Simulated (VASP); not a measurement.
**Ga: single point with PBE**

The system is Ga.

```
Ga
1.0
     1.69304    0.97748    1.94648
    -1.69304    0.97748    1.94648
     0.00000   -1.95496    1.94648
Ga
1
Direct
  0.50000 0.50000 0.50000
```

```json
{
 "Program": "VASP 6.6.1",
 "Task": "single point",
 "Functional": "PBE",
 "Potentials or basis": "VASP PAW PBE potentials, release 64 (Ga_d)",
 "Cutoff": "520 eV",
 "k mesh": "15 × 15 × 15",
 "Occupations": "gaussian, width 0.1 eV",
 "Spin": "no spin polarisation",
 "Dipole correction": "no",
 "Further INCAR settings": "ALGO = Normal; EDIFF = 1e-06; NBANDS = 12"
}
```

```json
{"Pressure": "0.1 GPa"}
```

Levels at points of the mesh, in eV from the Fermi level:
```
           k point  band 3  band 4  band 5  band 6  band 7  band 8  band 9  band 10
(0.00, 0.00, 0.00)  -14.77  -14.77  -14.75  -10.92    9.52    9.52   10.87    12.96
```

Wall time 30 s on 1 thread of Intel(R) Xeon(R) Platinum 8259CL CPU @ 2.50GHz (Skylake/Cascade Lake), with other jobs on the host, peak memory 0.2 GiB.
